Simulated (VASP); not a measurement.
# AlN (P6_3mc) in VASP: settings compared, part 2 of 3

VASP 6.6.1. The steps go on from the part before.

### 3 Single point, PBE

The input, INCAR:

```
PREC     = Accurate       # precision mode
ENCUT    = 520            # plane-wave cutoff, eV
EDIFF    = 1E-6           # SCF threshold, eV
ISMEAR   = 0              # smearing method
SIGMA    = 0.01           # smearing width, eV
LREAL    = False          # projectors in reciprocal space
LASPH    = True           # aspherical terms in the spheres
NELM     = 100            # most SCF steps
ALGO     = Normal         # electronic algorithm
ISIF     = 2              # what is computed and relaxed
LWAVE    = False          # write WAVECAR
LCHARG   = False          # write CHGCAR
GGA      = PE             # functional
NBANDS   = 16             # bands
```

The input, KPOINTS:

```
Automatic mesh
0
Gamma
  6 6 4
```

The input, POSCAR:

```
AlN
1.0
    3.1066937606      0.0000000000      0.0000000000
   -1.5533468803      2.6904757185      0.0000000000
    0.0000000000      0.0000000000      4.9785915552
Al N
2 2
Direct
    0.3333333333      0.6666666667     -0.0032954727
    0.6666666667      0.3333333333      0.4967045273
    0.3333333333      0.6666666667      0.3782954727
    0.6666666667      0.3333333333      0.8782954727
```

Potentials or basis: VASP PAW PBE potentials, release 64 (Al, N).

Started as:

```console
$ cat potpaw_PBE.64/Al/POTCAR potpaw_PBE.64/N/POTCAR > POTCAR
$ mpirun -np 1 vasp_std > vasp.out
```

OUTCAR:

```text
PREC = Accurate
   ENCUT = 520
   EDIFF = 1E-6
   ISMEAR = 0
   LREAL = False
   LASPH = True
   NELM = 100
   ISIF = 2
   GGA = PE

 ion  position               nearest neighbor table
   1  0.333  0.667  0.997-   4 1.89   4 1.89   4 1.89   3 1.90   2 3.07   2 3.07   2 3.07   2 3.07
                             2 3.07   2 3.07
   2  0.667  0.333  0.497-   3 1.89   3 1.89   3 1.89   4 1.90   1 3.07   1 3.07   1 3.07   1 3.07
                             1 3.07   1 3.07
   3  0.333  0.667  0.378-   2 1.89   2 1.89   2 1.89   1 1.90
   4  0.667  0.333  0.878-   1 1.89   1 1.89   1 1.89   2 1.90

  LATTYP: Found a hexagonal cell.
 ALAT       =     3.1066937606
 C/A-ratio  =     1.6025369537

  Lattice vectors:

 A1 = (   3.1066937606,   0.0000000000,   0.0000000000)
 A2 = (  -1.5533468803,   2.6904757185,   0.0000000000)
 A3 = (   0.0000000000,   0.0000000000,   4.9785915552)

Analysis of symmetry for initial positions (statically):
=====================================================================
 Subroutine PRICEL returns:
 Original cell was already a primitive cell.

[... 175 lines left out ...]
 cond. band min:      10.4297324956   @ k =   0.0000   0.0000   0.0000
 fundamental gap:      4.2433383212
 Fermi energy:         6.2458857983

 k-point     1 :       0.0000    0.0000    0.0000
  band No.  band energies     occupation
      1      -9.0204      2.00000
      2      -6.8657      2.00000
      3       0.1770      2.00000
      4       5.3272      2.00000
      5       5.3272      2.00000
      6       5.9761      2.00000
[... 376 lines left out ...]
      3       1.3451      2.00000
      4       1.3451      2.00000
      5       2.3149      2.00000
      6       2.3149      2.00000
[... 8 lines left out ...]
     15      20.0379      0.00000
     16      20.0379      0.00000

------------------------ aborting loop because EDIFF is reached ----------------------------------------

  FORCE on cell =-STRESS in cart. coord.  units (eV):
  Direction    XX          YY          ZZ          XY          YZ          ZX
  --------------------------------------------------------------------------------------
  -------------------------------------------------------------------------------------
  Total        1.1563641      1.1563641      1.1109124      0.0000000      0.0000000      0.0000000
  in kB       44.5216393     44.5216393     42.7716860      0.0000000      0.0000000      0.0000000
  external PRESSURE =      43.9383216 kB  Pullay stress =       0.0000000 kB

 VOLUME and BASIS-vectors are now :
 -----------------------------------------------------------------------------
  energy-cutoff  :      520.00
  volume of cell :       41.61
      direct lattice vectors                 reciprocal lattice vectors
     3.106693761  0.000000000  0.000000000     0.321885605  0.185840741  0.000000000
    -1.553346880  2.690475719  0.000000000     0.000000000  0.371681481  0.000000000
     0.000000000  0.000000000  4.978591555     0.000000000  0.000000000  0.200860020

 POSITION                                       TOTAL-FORCE (eV/Angst)
 -----------------------------------------------------------------------------------
     -0.00000      1.79365      4.96218        -0.000000      0.000000     -0.010187
      1.55335      0.89683      2.47289         0.000000     -0.000000     -0.010187
     -0.00000      1.79365      1.88338        -0.000000      0.000000      0.010187
      1.55335      0.89683      4.37267         0.000000     -0.000000      0.010187
 -----------------------------------------------------------------------------------
    total drift:                               -0.000000     -0.000000     -0.000980

  FREE ENERGIE OF THE ION-ELECTRON SYSTEM (eV)
  ---------------------------------------------------
  free  energy   TOTEN  =       -29.7665265589 eV

  energy  without entropy=      -29.7665265589  energy(sigma->0) =      -29.76652656
```

OSZICAR:

```text
N       E                     dE             d eps       ncg     rms          rms(c)
DAV:   1     0.412775692473E+02    0.41278E+02   -0.74588E+03   672   0.906E+02
DAV:   2    -0.311036542553E+02   -0.72381E+02   -0.66237E+02   936   0.185E+02
DAV:   3    -0.345098204769E+02   -0.34062E+01   -0.33977E+01   848   0.423E+01
DAV:   4    -0.345302607418E+02   -0.20440E-01   -0.20439E-01   824   0.366E+00
DAV:   5    -0.345305273116E+02   -0.26657E-03   -0.26657E-03   856   0.421E-01    0.122E+01
DAV:   6    -0.297546992378E+02    0.47758E+01   -0.10667E+01   792   0.237E+01    0.417E+00
DAV:   7    -0.297782821847E+02   -0.23583E-01   -0.68854E-01   720   0.583E+00    0.296E+00
DAV:   8    -0.297709784368E+02    0.73037E-02   -0.60048E-02   744   0.225E+00    0.585E-01
DAV:   9    -0.297659748776E+02    0.50036E-02   -0.12240E-02   864   0.816E-01    0.245E-01
DAV:  10    -0.297666084312E+02   -0.63355E-03   -0.23640E-03   712   0.301E-01    0.132E-01
DAV:  11    -0.297665235718E+02    0.84859E-04   -0.18444E-04   784   0.104E-01    0.327E-02
DAV:  12    -0.297665267639E+02   -0.31921E-05   -0.12108E-05   760   0.277E-02    0.744E-03
DAV:  13    -0.297665265589E+02    0.20500E-06   -0.44292E-06   784   0.162E-02
   1 F= -.29766527E+02 E0= -.29766527E+02  d E =-.166833E-19
```

stdout:

```text
POSCAR found type information on POSCAR AlN
 POSCAR found :  2 types and       4 ions
 scaLAPACK will be used
 LDA part: xc-table for (Slater+PW92), standard interpolation
 POSCAR, INCAR and KPOINTS ok, starting setup
 FFT: planning ... GRIDC
 FFT: planning ... GRID_SOFT
 FFT: planning ... GRID
 WAVECAR not read
 entering main loop
```

Wall time 17 s (1 thread of Intel Xeon 8259CL, shared host); peak memory 0.15 GiB.

What came out:

```
Free energy            : -29.7665 eV
Pressure               : 4.4 GPa
Largest force          : 0.010 eV/Å
Band gap on the k mesh : 4.24 eV, direct
```

Forces on the atoms (eV/Å):
```
Al   0.000  0.000 -0.010
Al   0.000  0.000 -0.010
N    0.000  0.000  0.010
N    0.000  0.000  0.010
```

### 4 Single point, LDA

The input, INCAR:

```
PREC = Accurate
ENCUT = 520
EDIFF = 1E-7
ISMEAR = 0
SIGMA = 0.01
LREAL = F
LASPH = T
NELM = 80
ALGO = Normal
ISIF = 2
LWAVE = F
LCHARG = F
GGA = CA
NBANDS = 16
```

KPOINTS is that of step 3.

POSCAR is that of step 3.

Potentials or basis: VASP PAW LDA potentials, release 64 (Al, N).

Started as:

```console
$ cat potpaw_LDA.64/Al/POTCAR potpaw_LDA.64/N/POTCAR > POTCAR
$ mpirun -np 1 vasp_std > vasp.out
```

It took 16 s on 1 thread of Intel Xeon 8259CL, shared host; peak memory 0.14 GiB.

It converged, with:

| Property | Result |
| --- | --- |
| Free energy | -32.8338 eV |
| Pressure | -3.2 GPa |
| Largest force | 0.003 eV/Å |
| Band gap on the k mesh | 4.27 eV, direct |

Forces on the atoms (eV/Å):
```
Al   0.000  0.000 -0.003
Al   0.000  0.000 -0.003
N    0.000  0.000  0.003
N    0.000  0.000  0.003
```

Levels at points of the mesh, in eV from the valence-band top:
```csv
k point,band 4,band 5,band 6,band 7,band 8,band 9,band 10,band 11,band 12,band 13
"(0.00, 0.00, 0.00)",-0.86,-0.86,-0.21,-0.21,0.00,4.27,6.59,10.50,10.98,10.98
"(0.50, 0.00, 0.00)",-4.21,-3.38,-2.11,-1.81,-0.69,5.68,5.69,8.12,10.17,10.76
"(0.00, 0.00, 0.50)",-3.34,-0.55,-0.55,-0.55,-0.55,6.46,6.46,10.17,10.17,11.31
"(0.50, 0.00, 0.50)",-5.67,-1.48,-1.48,-1.38,-1.38,5.20,5.20,9.10,9.10,11.70
```

### 5 Single point, r2SCAN

POSCAR is that of step 4.

The input, INCAR.step1:

```
  ALGO = Normal
  EDIFF = 1E-4
  ENCUT = 520
  GGA = PE
  ISMEAR = 0
  LASPH = True
  LCHARG = False
  LREAL = False
  LWAVE = True
  NBANDS = 16
  NELM = 60
  PREC = Accurate
  SIGMA = 0.01
```

The input, INCAR.step2:

```
  ALGO = Normal
  EDIFF = 1E-6
  ENCUT = 520
  ISIF = 2
  ISMEAR = 0
  ISTART = 1
  LASPH = True
  LCHARG = True
  LELF = True
  LMIXTAU = True
  LREAL = False
  LVHAR = True
  LWAVE = False
  METAGGA = R2SCAN
  NBANDS = 16
  NELM = 60
  PREC = Accurate
  SIGMA = 0.01
```

The input, KPOINTS:

```
k-points
0
Gamma
  6 6 4
```

Potentials or basis: VASP PAW PBE potentials, release 64 (Al, N).

Started as:

```console
$ cat potpaw_PBE.64/Al/POTCAR potpaw_PBE.64/N/POTCAR > POTCAR
$ cp INCAR.step1 INCAR
$ mpirun -np 1 vasp_std > vasp.out
$ cp INCAR.step2 INCAR
$ mpirun -np 1 vasp_std > vasp.out
```

OUTCAR:

```text
EDIFF = 1E-6
   ENCUT = 520
   ISIF = 2
   ISMEAR = 0
   ISTART = 1
   LASPH = True
   LREAL = False
   METAGGA = R2SCAN
   NELM = 60
   PREC = Accurate

 ion  position               nearest neighbor table
   1  0.333  0.667  0.997-   4 1.89   4 1.89   4 1.89   3 1.90   2 3.07   2 3.07   2 3.07   2 3.07
                             2 3.07   2 3.07
   2  0.667  0.333  0.497-   3 1.89   3 1.89   3 1.89   4 1.90   1 3.07   1 3.07   1 3.07   1 3.07
                             1 3.07   1 3.07
[... 600 lines left out ...]
  --------------------------------------------------------------------------------------
  -------------------------------------------------------------------------------------
  Total       -0.1023165     -0.1023165     -0.1025266      0.0000000      0.0000000     -0.0000000
  in kB       -3.9393282     -3.9393282     -3.9474187      0.0000000      0.0000000     -0.0000000
  external PRESSURE =      -3.9420251 kB  Pullay stress =       0.0000000 kB

 VOLUME and BASIS-vectors are now :
 -----------------------------------------------------------------------------
  energy-cutoff  :      520.00
  volume of cell :       41.61
      direct lattice vectors                 reciprocal lattice vectors
     3.106693761  0.000000000  0.000000000     0.321885605  0.185840741  0.000000000
    -1.553346880  2.690475719  0.000000000     0.000000000  0.371681481  0.000000000
     0.000000000  0.000000000  4.978591555     0.000000000  0.000000000  0.200860020

 POSITION                                       TOTAL-FORCE (eV/Angst)
 -----------------------------------------------------------------------------------
     -0.00000      1.79365      4.96218        -0.000000     -0.000000     -0.003138
      1.55335      0.89683      2.47289         0.000000     -0.000000     -0.003138
     -0.00000      1.79365      1.88338        -0.000000     -0.000000      0.003138
      1.55335      0.89683      4.37267        -0.000000      0.000000      0.003138
 -----------------------------------------------------------------------------------
    total drift:                               -0.000000     -0.000000     -0.017418

  FREE ENERGIE OF THE ION-ELECTRON SYSTEM (eV)
  ---------------------------------------------------
  free  energy   TOTEN  =       -38.4557234017 eV

  energy  without entropy=      -38.4557234017  energy(sigma->0) =      -38.45572340
```

OUTCAR.step1:

```text
EDIFF = 1E-4
   ENCUT = 520
   GGA = PE
   ISMEAR = 0
[... 627 lines left out ...]
     -0.00000      1.79365      4.96218        -0.000000     -0.000000     -0.010043
      1.55335      0.89683      2.47289         0.000000     -0.000000     -0.010043
     -0.00000      1.79365      1.88338        -0.000000      0.000000      0.010043
      1.55335      0.89683      4.37267         0.000000     -0.000000      0.010043
 -----------------------------------------------------------------------------------
    total drift:                               -0.000000     -0.000000     -0.001041

  FREE ENERGIE OF THE ION-ELECTRON SYSTEM (eV)
  ---------------------------------------------------
  free  energy   TOTEN  =       -29.7665235568 eV

  energy  without entropy=      -29.7665235568  energy(sigma->0) =      -29.76652356
```

OSZICAR.step1:

```text
N       E                     dE             d eps       ncg     rms          rms(c)
DAV:   1     0.412775692473E+02    0.41278E+02   -0.74588E+03   672   0.906E+02
DAV:   2    -0.311036542553E+02   -0.72381E+02   -0.66237E+02   936   0.185E+02
DAV:   3    -0.345098204769E+02   -0.34062E+01   -0.33977E+01   848   0.423E+01
DAV:   4    -0.345302607418E+02   -0.20440E-01   -0.20439E-01   824   0.366E+00
DAV:   5    -0.345305273116E+02   -0.26657E-03   -0.26657E-03   856   0.421E-01    0.122E+01
DAV:   6    -0.297546992378E+02    0.47758E+01   -0.10667E+01   792   0.237E+01    0.417E+00
DAV:   7    -0.297782821847E+02   -0.23583E-01   -0.68854E-01   720   0.583E+00    0.296E+00
DAV:   8    -0.297709784368E+02    0.73037E-02   -0.60048E-02   744   0.225E+00    0.585E-01
DAV:   9    -0.297659748776E+02    0.50036E-02   -0.12240E-02   864   0.816E-01    0.245E-01
DAV:  10    -0.297666084312E+02   -0.63355E-03   -0.23640E-03   712   0.301E-01    0.132E-01
DAV:  11    -0.297665235568E+02    0.84874E-04   -0.18429E-04   576   0.104E-01
   1 F= -.29766524E+02 E0= -.29766524E+02  d E =-.644461E-19
```

Run time: 78 s. Hardware: 1 thread of Intel Xeon 8259CL, shared host; peak memory 0.16 GiB.

Results:

```yaml
Free_energy: -38.4557 eV
Pressure: -0.4 GPa
Largest_force: 0.003 eV/Å
Band_gap_on_the_k_mesh: 4.92 eV, direct
```

Forces in eV/Å, atoms in the order of the input:
```
Al   0.000  0.000 -0.003
Al   0.000  0.000 -0.003
N    0.000  0.000  0.003
N    0.000  0.000  0.003
```

Levels at points of the mesh, in eV from the valence-band top:
```
           k point  band 4  band 5  band 6  band 7  band 8  band 9  band 10  band 11  band 12  band 13
(0.00, 0.00, 0.00)   -0.88   -0.88   -0.22   -0.22    0.00    4.92     7.54    11.62    12.04    12.04
(0.50, 0.00, 0.00)   -4.22   -3.39   -2.14   -1.77   -0.71    6.45     6.56     9.05    11.26    11.72
(0.00, 0.00, 0.50)   -3.37   -0.56   -0.56   -0.56   -0.56    7.26     7.26    11.32    11.32    12.36
(0.50, 0.00, 0.50)   -5.66   -1.50   -1.50   -1.39   -1.39    6.00     6.00    10.15    10.15    12.94
```

Caveat: the PAW data sets were made with another functional, which shifts forces and pressure a little.

(Part 2 of 3 ends here.)
